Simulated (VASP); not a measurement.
# CaO (Lime) (Fm-3m) in VASP: a series of runs, part 2 of 3

VASP 6.6.1. The steps go on from the part before.

### Step 6. Single point, r2SCAN

This run uses another cell than the first one, of 13.78 Å³/atom, 1.031 times its volume.

POSCAR

```
CaO
1.0
    0.0000000000      2.3975473904      2.3975473904
    2.3975473904      0.0000000000      2.3975473904
    2.3975473904      2.3975473904      0.0000000000
Ca O
1 1
Direct
    0.0000000000      0.0000000000      0.0000000000
    0.5000000000      0.5000000000      0.5000000000
```

INCAR.step1

```
SYSTEM = CaO
PREC = Accurate ; ENCUT = 520
ISMEAR = 0 ; SIGMA = 0.01
LREAL = .FALSE. ; LASPH = .TRUE.
NELM = 80 ; NBANDS = 15
GGA = PE ; ALGO = Normal
EDIFF = 1E-4 ; LWAVE = .TRUE.
LCHARG = .FALSE.
```

INCAR.step2

```
SYSTEM = CaO
PREC = Accurate ; ENCUT = 520
EDIFF = 1E-7 ; ISMEAR = 0
SIGMA = 0.01 ; LREAL = .FALSE.
LASPH = .TRUE. ; NELM = 80
ALGO = Normal ; ISIF = 2
LWAVE = .FALSE. ; LCHARG = .FALSE.
METAGGA = R2SCAN ; LMIXTAU = .TRUE.
NBANDS = 15 ; ISTART = 1
```

KPOINTS

```
Automatic mesh
0
G
  10 10 10
  0 0 0
```

Potentials or basis: VASP PAW PBE potentials, release 64 (Ca_sv, O).

The run is started by

```sh
$ cat potpaw_PBE.64/Ca_sv/POTCAR potpaw_PBE.64/O/POTCAR > POTCAR
$ cp INCAR.step1 INCAR
$ mpirun -np 1 vasp_std > vasp.out
$ cp INCAR.step2 INCAR
$ mpirun -np 1 vasp_std > vasp.out
```

OUTCAR:

```text
SYSTEM = CaO
   PREC = Accurate
   ENCUT = 520
   EDIFF = 1E-7
   ISMEAR = 0
   LREAL = .FALSE.
   LASPH = .TRUE.
   NELM = 80
   ISIF = 2
   METAGGA = R2SCAN
   ISTART = 1

 ion  position               nearest neighbor table
   1  0.000  0.000  0.000-   2 2.40   2 2.40   2 2.40   2 2.40   2 2.40   2 2.40
   2  0.500  0.500  0.500-   1 2.40   1 2.40   1 2.40   1 2.40   1 2.40   1 2.40

  LATTYP: Found a face centered cubic cell.
 ALAT       =     4.7950947808

  Lattice vectors:

 A1 = (   0.0000000000,   2.3975473904,   2.3975473904)
 A2 = (   2.3975473904,   0.0000000000,   2.3975473904)
 A3 = (   2.3975473904,   2.3975473904,   0.0000000000)

Analysis of symmetry for initial positions (statically):
=====================================================================
 Subroutine PRICEL returns:
 Original cell was already a primitive cell.

 Routine SETGRP: Setting up the symmetry group for a
 face centered cubic supercell.

 Subroutine GETGRP returns: Found 48 space group operations
 (whereof 48 operations were pure point group operations)
 out of a pool of 48 trial point group operations.

The static configuration has the point symmetry O_h .

Analysis of symmetry for dynamics (positions and initial velocities):
=====================================================================
 Subroutine PRICEL returns:
 Original cell was already a primitive cell.

 Routine SETGRP: Setting up the symmetry group for a
 face centered cubic supercell.

 Subroutine GETGRP returns: Found 48 space group operations
 (whereof 48 operations were pure point group operations)
 out of a pool of 48 trial point group operations.

The dynamic configuration has the point symmetry O_h .

 Subroutine INISYM returns: Found 48 space group operations
 (whereof 48 operations are pure point group operations),
 and found     1 'primitive' translations

----------------------------------------------------------------------------------------

                                     Primitive cell

  volume of cell :      27.5633

  direct lattice vectors                    reciprocal lattice vectors
     0.000000000  2.397547390  2.397547390    -0.208546451  0.208546451  0.208546451
     2.397547390  0.000000000  2.397547390     0.208546451 -0.208546451  0.208546451
     2.397547390  2.397547390  0.000000000     0.208546451  0.208546451 -0.208546451

  length of vectors
     3.390644036  3.390644036  3.390644036     0.361213049  0.361213049  0.361213049

  position of ions in fractional coordinates (direct lattice)
     0.000000000  0.000000000  0.000000000
     0.500000000  0.500000000  0.500000000

  ion indices of the primitive-cell ions
   primitive index   ion index
                 1           1
                 2           2

----------------------------------------------------------------------------------------

 KPOINTS: Automatic mesh

Automatic generation of k-mesh.
 Grid dimensions read from file:
 generate k-points for:   10   10   10

 Generating k-lattice:

  Cartesian coordinates                     Fractional coordinates (reciprocal lattice)
    -0.020854645  0.020854645  0.020854645     0.100000000  0.000000000  0.000000000
     0.020854645 -0.020854645  0.020854645     0.000000000  0.100000000  0.000000000
[... 42 lines left out ...]
   total plane-waves  NPLWV =  21952
   dimension x,y,z NGX =    28 NGY =   28 NGZ =   28
   dimension x,y,z NGXF=    56 NGYF=   56 NGZF=   56
   ions per type =               1   1
   NGX,Y,Z   is equivalent  to a cutoff of  13.73, 13.73, 13.73 a.u.
   NGXF,Y,Z  is equivalent  to a cutoff of  27.46, 27.46, 27.46 a.u.
 SYSTEM =  CaO
   PREC   = accura    normal or accurate (medium, high low for compatibility)
   ISTART =      1    job   : 0-new  1-cont  2-samecut
   ICHARG =      0    charge: 1-file 2-atom 10-const
   ISPIN  =      1    spin polarized calculation?
   LNONCOLLINEAR =      F non collinear calculations
   LSORBIT =      F    spin-orbit coupling
   LASPH  =      T    aspherical Exc in radial PAW
   ENCUT  =  520.0 eV  38.22 Ry    6.18 a.u.   6.30  6.30  6.30*2*pi/ulx,y,z
   NELM   =     80;   NELMIN=  2; NELMDL=  0     # of ELM steps
   EDIFF  = 0.1E-06   stopping-criterion for ELM
   LREAL  =      F    real-space projection
   EDIFFG = 0.1E-05   stopping-criterion for IOM
   NSW    =      0    number of steps for IOM
   IBRION =     -1    ionic relax: 0-MD 1-quasi-New 2-CG
   NFREE  =      0    steps in history (QN), initial steepest desc. (CG)
   ISIF   =      2    stress and relaxation
   ISYM   =      2    0-nonsym 1-usesym 2-fastsym
   POTIM  = 0.5000    time-step for ionic-motion
   TEBEG  =    0.0;   TEEND  =   0.0 temperature during run
   PSTRESS=    0.0 pullay stress
   NELECT =      16.0000    total number of electrons
   NUPDOWN=      -1.0000    fix difference up-down
   EMIN   =  10.00;   EMAX   =-10.00  energy-range for DOS
   EFERMI =   0.00;   METHOD = LEGACY
   ISMEAR =     0;   SIGMA  =   0.01  broadening in eV -4-tet -1-fermi 0-gaus
   EFERMI_NEDOS =   21; number of points for ismear=-14 and -15
   IALGO  =     38    algorithm
   IMIX   =      4    mixing-type and parameters
     AMIX     =   0.40;   BMIX     =  1.00
     AMIX_MAG =   1.60;   BMIX_MAG =  1.00
  volume/ion in A,a.u.               =      13.78        93.00
  Fermi-wavevector in a.u.,A,eV,Ry     =   1.365644  2.580694 25.374656  1.864985
  Thomas-Fermi vector in A             =   2.491855
   LORBIT       =      0    0 simple, 1 ext, 2 COOP (PROOUT), +10 PAW based schemes
   METAGGA = R2SCAN    functional components
   LHFCALC =     F    Hartree Fock is set to
   AEXX    =    0.0000 exact exchange contribution
   IVDW    =     0    specifies the selected vdW correction
   LEPSILON=     F    determine dielectric tensor
   LRPA    =     F    only Hartree local field effects (RPA)
 non-spin polarized calculation
 Gauss-broadening in eV      SIGMA  =   0.01
  energy-cutoff  :      520.00
  volume of cell :       27.56
 maximum number of plane-waves:       757
 NGX is ok and might be reduce to    28
   NGX = 13   NGY = 13   NGZ = 13

 number of electron      15.9999997 magnetization

 Free energy of the ion-electron system (eV)
  ---------------------------------------------------
  ext. energy  EPLUGINS =         0.00000000
  ---------------------------------------------------
  free energy    TOTEN  =       -19.45304472 eV

  energy without entropy =      -19.45304472  energy(sigma->0) =      -19.45304472

 E-fermi :   2.1652     XC(G=0): -11.1118

 val. band max:        2.0548871565   @ k =   0.0000   0.0000   0.0000
 cond. band min:       6.2416459292   @ k =   0.5000   0.5000   0.0000
 fundamental gap:      4.1867587727
 Fermi energy:         2.1652309336

 k-point     1 :       0.0000    0.0000    0.0000
  band No.  band energies     occupation
      1     -36.9713      2.00000
      2     -16.8581      2.00000
      3     -16.8581      2.00000
      4     -16.8581      2.00000
      5     -14.4321      2.00000
      6       2.0549      2.00000
      7       2.0549      2.00000
      8       2.0549      2.00000
      9       7.5432      0.00000
     10       8.9255      0.00000
     11       8.9255      0.00000
     12       8.9255      0.00000
     13      10.5335      0.00000
     14      10.5335      0.00000
[... 401 lines left out ...]
      2     -17.5567      2.00000
      3     -17.0613      2.00000
      4     -17.0329      2.00000
      5     -13.8754      2.00000
      6       0.3846      2.00000
      7       1.5070      2.00000
      8       1.6029      2.00000
      9       6.9289      0.00000
     10      10.4914      0.00000
     11      11.6028      0.00000
     12      11.6615      0.00000
     13      11.8020      0.00000
     14      13.7651      0.00000
     15      18.8273      0.00000

 [... further k-points ...]

------------------------ aborting loop because EDIFF is reached ----------------------------------------

  FORCE on cell =-STRESS in cart. coord.  units (eV):
  Direction    XX          YY          ZZ          XY          YZ          ZX
  --------------------------------------------------------------------------------------
  -------------------------------------------------------------------------------------
  Total        0.1820439      0.1820439      0.1820439      0.0000000     -0.0000000      0.0000000
  in kB       10.5816912     10.5816912     10.5816912      0.0000000     -0.0000000      0.0000000
  external PRESSURE =      10.5816912 kB  Pullay stress =       0.0000000 kB

 VOLUME and BASIS-vectors are now :
 -----------------------------------------------------------------------------
  energy-cutoff  :      520.00
  volume of cell :       27.56
      direct lattice vectors                 reciprocal lattice vectors
     0.000000000  2.397547390  2.397547390    -0.208546451  0.208546451  0.208546451
     2.397547390  0.000000000  2.397547390     0.208546451 -0.208546451  0.208546451
     2.397547390  2.397547390  0.000000000     0.208546451  0.208546451 -0.208546451

 POSITION                                       TOTAL-FORCE (eV/Angst)
 -----------------------------------------------------------------------------------
      0.00000      0.00000      0.00000         0.000000      0.000000      0.000000
      2.39755      2.39755      2.39755        -0.000000     -0.000000     -0.000000
 -----------------------------------------------------------------------------------
    total drift:                                0.000000      0.000000      0.000000

  FREE ENERGIE OF THE ION-ELECTRON SYSTEM (eV)
  ---------------------------------------------------
  free  energy   TOTEN  =       -19.4530447157 eV

  energy  without entropy=      -19.4530447157  energy(sigma->0) =      -19.45304472
```

It took 2.2 min on 1 thread of Intel Xeon Platinum 8375C at 2.90GHz (Ice Lake), shared host; peak memory 0.17 GiB.

What came out:

```
Free energy            : -19.4530 eV
Pressure               : 1.1 GPa
Band gap on the k mesh : 4.19 eV, indirect (least direct gap 4.56 eV)
```

Caveat: the PAW data sets were made with another functional, which shifts forces and pressure a little.

(Part 2 of 3 ends here.)
